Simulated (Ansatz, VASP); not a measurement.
# Two plane-wave programs on Si

```
Si
1.0
     0.00000    2.75856    2.75856
     2.75856    0.00000    2.75856
     2.75856    2.75856    0.00000
Si
2
Cartesian
  2.7586 2.7586 2.7586
  4.1378 4.1378 4.1378
```

Alike in both runs: task single point; functional r2SCAN; k mesh 9 × 9 × 9; occupations fermi-dirac, width 0.05 eV; no spin polarisation.

|  | VASP | Ansatz |
| --- | --- | --- |
| version | VASP 6.6.1 | Ansatz 0.2.0 |
| potentials or method | VASP PAW PBE potentials, release 64 (Si), cutoff 520 eV | plane waves (500 eV) with PAW, scalar-relativistic |
| valence electrons in the cell | 8 | 8 |

Ansatz gave:

```
pressure (GPa) : -3.6
```

**Question.** What did VASP give for the same quantities?

**Answer.** Pressure (GPa): -3.8.

VASP's potentials were made for PBE, not for r2SCAN. The functional is the same, so the differences come from potentials, cutoffs and numerics.
